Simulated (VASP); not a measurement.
# BAs (F-43m) in VASP: vibrations by perturbation theory with PBE

Aim: the vibrations by perturbation theory of BAs with PBE.

Everything below comes from runs of VASP 6.6.1. Logs are shortened: lines on timing, memory, paths and dates and some standing lists are left out, and cuts for length are marked.

**1. The cell of the first run**

It takes space group F-43m (No. 216, cubic). The conventional cell has a = 4.777 Å, b = 4.777 Å, c = 4.777 Å, α = 90.00°, β = 90.00°, γ = 90.00°. Within 2.7 Å of B (site symmetry -43m) lie 4 As at 2.07 Å. Within 2.7 Å of As (site symmetry -43m) lie 4 B at 2.07 Å.

**2. Vibrations by perturbation theory, PBE**

INCAR reads:

```
PREC = Accurate
ENCUT = 500
EDIFF = 1E-8
ISMEAR = 0
SIGMA = 0.01
LREAL = False
LASPH = True
NELM = 120
ALGO = Normal
ISIF = 2
LWAVE = False
LCHARG = False
GGA = PE
IBRION = 8
NSW = 1
LEPSILON = True
GGA_COMPAT = False
```

KPOINTS reads:

```
regular mesh
0
Gamma
  10 10 10
```

POSCAR reads:

```
BAs
1.0
    0.0000000000      2.3885000000      2.3885000000
    2.3885000000      0.0000000000      2.3885000000
    2.3885000000      2.3885000000      0.0000000000
B As
1 1
Direct
    0.0000000000      0.0000000000      0.0000000000
    0.2500000000      0.2500000000      0.2500000000
```

Potentials or basis: VASP PAW PBE potentials, release 64 (B, As).

Run with:

```bash
cat potpaw_PBE.64/B/POTCAR potpaw_PBE.64/As/POTCAR > POTCAR
mpirun -np 1 vasp_std > vasp.out
```

OUTCAR:

```text
PREC = Accurate
   ENCUT = 500
   EDIFF = 1E-8
   ISMEAR = 0
   LREAL = False
   LASPH = True
   NELM = 120
   ISIF = 2
   GGA = PE
   IBRION = 8
   NSW = 1
   LEPSILON = True

 ion  position               nearest neighbor table
   1  0.000  0.000  0.000-   2 2.07   2 2.07   2 2.07   2 2.07
   2  0.250  0.250  0.250-   1 2.07   1 2.07   1 2.07   1 2.07

  LATTYP: Found a face centered cubic cell.
 ALAT       =     4.7770000000

  Lattice vectors:

 A1 = (   0.0000000000,   2.3885000000,   2.3885000000)
 A2 = (   2.3885000000,   0.0000000000,   2.3885000000)
 A3 = (   2.3885000000,   2.3885000000,   0.0000000000)

Analysis of symmetry for initial positions (statically):
=====================================================================
 Subroutine PRICEL returns:
 Original cell was already a primitive cell.

 Routine SETGRP: Setting up the symmetry group for a
 face centered cubic supercell.

 Subroutine GETGRP returns: Found 24 space group operations
 (whereof 24 operations were pure point group operations)
 out of a pool of 48 trial point group operations.

The static configuration has the point symmetry T_d .

Analysis of symmetry for dynamics (positions and initial velocities):
=====================================================================
 Subroutine PRICEL returns:
 Original cell was already a primitive cell.

 Routine SETGRP: Setting up the symmetry group for a
 face centered cubic supercell.

 Subroutine GETGRP returns: Found 24 space group operations
 (whereof 24 operations were pure point group operations)
 out of a pool of 48 trial point group operations.

The dynamic configuration has the point symmetry T_d .

 Subroutine INISYM returns: Found 24 space group operations
 (whereof 24 operations are pure point group operations),
 and found     1 'primitive' translations

----------------------------------------------------------------------------------------

                                     Primitive cell

  volume of cell :      27.2525

  direct lattice vectors                    reciprocal lattice vectors
     0.000000000  2.388500000  2.388500000    -0.209336404  0.209336404  0.209336404
     2.388500000  0.000000000  2.388500000     0.209336404 -0.209336404  0.209336404
     2.388500000  2.388500000  0.000000000     0.209336404  0.209336404 -0.209336404

  length of vectors
     3.377849094  3.377849094  3.377849094     0.362581287  0.362581287  0.362581287

  position of ions in fractional coordinates (direct lattice)
     0.000000000  0.000000000  0.000000000
     0.250000000  0.250000000  0.250000000

  ion indices of the primitive-cell ions
   primitive index   ion index
                 1           1
                 2           2

----------------------------------------------------------------------------------------

 KPOINTS: regular mesh

Automatic generation of k-mesh.
 Grid dimensions read from file:
 generate k-points for:   10   10   10

 Generating k-lattice:

  Cartesian coordinates                     Fractional coordinates (reciprocal lattice)
    -0.020933640  0.020933640  0.020933640     0.100000000  0.000000000  0.000000000
     0.020933640 -0.020933640  0.020933640     0.000000000  0.100000000  0.000000000
     0.020933640  0.020933640 -0.020933640     0.000000000  0.000000000  0.100000000

  Length of vectors
     0.036258129  0.036258129  0.036258129

  Shift w.r.t. Gamma in fractional coordinates (k-lattice)
     0.000000000  0.000000000  0.000000000

 Subroutine IBZKPT returns following result:
 ===========================================

 Found     47 irreducible k-points:

 Following reciprocal coordinates:
            Coordinates               Weight
  0.000000  0.000000  0.000000      1.000000
  0.100000  0.000000  0.000000      8.000000
[... 368 lines left out ...]
  volume of cell :       27.25
      direct lattice vectors                 reciprocal lattice vectors
     0.000000000  2.388500000  2.388500000    -0.209336404  0.209336404  0.209336404
     2.388500000  0.000000000  2.388500000     0.209336404 -0.209336404  0.209336404
     2.388500000  2.388500000  0.000000000     0.209336404  0.209336404 -0.209336404

 POSITION                                       TOTAL-FORCE (eV/Angst)
 -----------------------------------------------------------------------------------
      0.00000      0.00000      0.00000         0.000000      0.000000      0.000000
      1.19425      1.19425      1.19425        -0.000000     -0.000000     -0.000000
 -----------------------------------------------------------------------------------
    total drift:                               -0.000000     -0.000000     -0.000000

  FREE ENERGIE OF THE ION-ELECTRON SYSTEM (eV)
  ---------------------------------------------------
  free  energy   TOTEN  =       -11.4061303572 eV

  energy  without entropy=      -11.4061303572  energy(sigma->0) =      -11.40613036

 HEAD OF MICROSCOPIC STATIC DIELECTRIC TENSOR (INDEPENDENT PARTICLE, excluding Hartree and local field effects)
 ------------------------------------------------------
          10.170759     0.000000    -0.000000
           0.000000    10.170759     0.000000
           0.000000     0.000000    10.170759
 ------------------------------------------------------

 Free energy of the ion-electron system (eV)
  ---------------------------------------------------
  ---------------------------------------------------
  free energy    TOTEN  =        -0.72260184 eV

  energy without entropy =       -0.72260184

------------------------ aborting loop because EDIFF is reached ----------------------------------------

--------------------------------------- Ionic step        2  -------------------------------------------

------------------------ aborting loop because EDIFF is reached ----------------------------------------

--------------------------------------- Ionic step        3  -------------------------------------------

------------------------ aborting loop because EDIFF is reached ----------------------------------------

 PIEZOELECTRIC TENSOR FIELD DIRECTION 3  (e Angst)
 -----------------------------------------------------------------------------
    -0.00042  0.16679  0.00000           ( -0.00000  0.09911  0.00000)
     0.16679 -0.00042  0.00000           (  0.09911 -0.00000  0.00000)
     0.00000  0.00000 -0.00004           (  0.00000  0.00000 -0.00000)

 PIEZOELECTRIC TENSOR FIELD DIRECTION 3  (C/m^2)
 -----------------------------------------------------------------------------
    -0.00025  0.09806  0.00000
     0.09806 -0.00025  0.00000
     0.00000  0.00000 -0.00002

--------------------------------------- Ionic step        4  -------------------------------------------

------------------------ aborting loop because EDIFF is reached ----------------------------------------

[... ionic steps 5 to 6 ...]

--------------------------------------- Ionic step        7  -------------------------------------------

 Free energy of the ion-electron system (eV)
  ---------------------------------------------------
  ---------------------------------------------------
  free energy    TOTEN  =        -0.03663498 eV

  energy without entropy =       -0.03663498

------------------------ aborting loop because EDIFF is reached ----------------------------------------

 INTERNAL STRAIN TENSOR  FOR ION    2  DIRECTION 1   (eV/Angst):
 -----------------------------------------------------------------------------
     0.00563  0.00000  0.00000
     0.00000 -0.00054 -7.21457
     0.00000 -7.21457 -0.00054

 MACROSCOPIC STATIC DIELECTRIC TENSOR (including local field effects in DFT)
 ------------------------------------------------------
           9.875834    -0.000000     0.000000
          -0.000000     9.875834     0.000000
          -0.000000     0.000000     9.875834
 ------------------------------------------------------

 PIEZOELECTRIC TENSOR (including local field effects)  for field in x, y, z        (e  Angst)
          XX          YY          ZZ          XY          YZ          ZX
  --------------------------------------------------------------------------------
  x     0.00000    -0.00000     0.00000     0.00000     0.16116     0.00000
  y     0.00000     0.00000    -0.00000     0.00000     0.00000     0.16116
  z    -0.00000     0.00000     0.00000     0.16116     0.00000     0.00000

 PIEZOELECTRIC TENSOR (including local field effects)  for field in x, y, z        (C/m^2)
          XX          YY          ZZ          XY          YZ          ZX
  --------------------------------------------------------------------------------
  x     0.00000    -0.00000     0.00000     0.00000     0.09475     0.00000
  y     0.00000     0.00000    -0.00000     0.00000     0.00000     0.09475
  z    -0.00000     0.00000     0.00000     0.09475     0.00000     0.00000

 BORN EFFECTIVE CHARGES (including local field effects) (in |e|, cummulative output)
 ---------------------------------------------------------------------------------
 ion    1
    1    -0.53199     0.00000     0.00000
    2     0.00000    -0.53199     0.00000
    3     0.00000    -0.00000    -0.53199
 ion    2
    1     0.53199    -0.00000    -0.00000
    2     0.00000     0.53199     0.00000
    3     0.00000     0.00000     0.53199

 INTERNAL STRAIN TENSOR FOR ION    2 for displacements in x,y,z  (eV/Angst):
          X           Y           Z          XY          YZ          ZX
  --------------------------------------------------------------------------------
  x     0.00000    -0.00000    -0.00000     0.00000    -7.21457     0.00000
  y     0.00000    -0.00000     0.00000     0.00000     0.00000    -7.21457
  z    -0.00000    -0.00000     0.00000    -7.21457     0.00000     0.00000

 SECOND DERIVATIVES (NOT SYMMETRIZED)
 ------------------------------------
               1X          1Y          1Z          2X          2Y          2Z
  1X   -16.830184    0.000000    0.000000   16.830184    0.000000    0.000000
  1Y     0.000000  -16.830184    0.000000    0.000000   16.830184    0.000000
  1Z     0.000000    0.000000  -16.830184    0.000000    0.000000   16.830184
  2X    16.834786    0.000000    0.000000  -16.834786    0.000000    0.000000
  2Y     0.000000   16.834786    0.000000    0.000000  -16.834786    0.000000
  2Z     0.000000    0.000000   16.834786    0.000000    0.000000  -16.834786

 Eigenvectors and eigenvalues of the dynamical matrix
 ----------------------------------------------------

   1 f  =   20.865992 THz   131.104897 2PiTHz  696.014590 cm-1    86.294772 meV
             X         Y         Z           dx          dy          dz
      0.000000  0.000000  0.000000     0.934810   -0.000000    0.000000
      1.194250  1.194250  1.194250    -0.355149    0.000000    0.000000
[... 21 lines left out ...]
   6 f/i=    0.000947 THz     0.005950 2PiTHz    0.031586 cm-1     0.003916 meV
             X         Y         Z           dx          dy          dz
      0.000000  0.000000  0.000000     0.051225   -0.125775   -0.328158
      1.194250  1.194250  1.194250     0.134833   -0.331061   -0.863764

--------------------------------------------------------------------------------------------------------

 MACROSCOPIC STATIC DIELECTRIC TENSOR IONIC CONTRIBUTION
 ------------------------------------------------------
           0.111638    -0.000000    -0.000000
          -0.000000     0.111638     0.000000
          -0.000000     0.000000     0.111638
 ------------------------------------------------------

 ELASTIC MODULI CONTR FROM IONIC RELAXATION (kBar)
 Direction    XX          YY          ZZ          XY          YZ          ZX
 --------------------------------------------------------------------------------
 XX          -0.0000      0.0000      0.0000     -0.0000      0.0000     -0.0000
 YY           0.0000     -0.0000     -0.0000     -0.0000     -0.0000     -0.0000
 ZZ           0.0000     -0.0000     -0.0000      0.0000     -0.0000     -0.0000
 XY          -0.0000     -0.0000      0.0000   -190.5455      0.0000      0.0000
 YZ           0.0000     -0.0000     -0.0000      0.0000   -190.5455      0.0000
 ZX          -0.0000     -0.0000     -0.0000      0.0000      0.0000   -190.5455
 --------------------------------------------------------------------------------

 PIEZOELECTRIC TENSOR IONIC CONTR  for field in x, y, z        (C/m^2)
          XX          YY          ZZ          XY          YZ          ZX
  --------------------------------------------------------------------------------
  x     0.00000    -0.00000    -0.00000     0.00000    -0.13724     0.00000
  y    -0.00000    -0.00000    -0.00000     0.00000     0.00000    -0.13724
  z    -0.00000    -0.00000     0.00000    -0.13724     0.00000    -0.00000
```

It took 3.7 min on 1 thread of Intel Xeon Platinum 8559C (Emerald Rapids), shared host; peak memory 0.24 GiB.

Results:

```yaml
Electronic_dielectric_tensor_diagonal: 9.88
Born_charges_mean_of_the_diagonal: B -0.53; As +0.53 e
Highest_phonon_frequency_at_Γ_LO-TO_splitting_left_out: 696 cm⁻¹
```

Phonon frequencies in cm⁻¹ (negative: imaginary):
```csv
q point,frequencies
"(0.000, 0.000, 0.000)",0 0 0 696 696 696
```

Electronic dielectric tensor:
```
9.88 0.00 0.00
0.00 9.88 0.00
0.00 0.00 9.88
```

Born effective charge tensors (e):
atom 1, B
```
-0.53  0.00  0.00
 0.00 -0.53  0.00
 0.00  0.00 -0.53
```
atom 2, As
```
0.53 0.00 0.00
0.00 0.53 0.00
0.00 0.00 0.53
```

Caveat: the cell stands under pressure or tension, which shifts response properties.
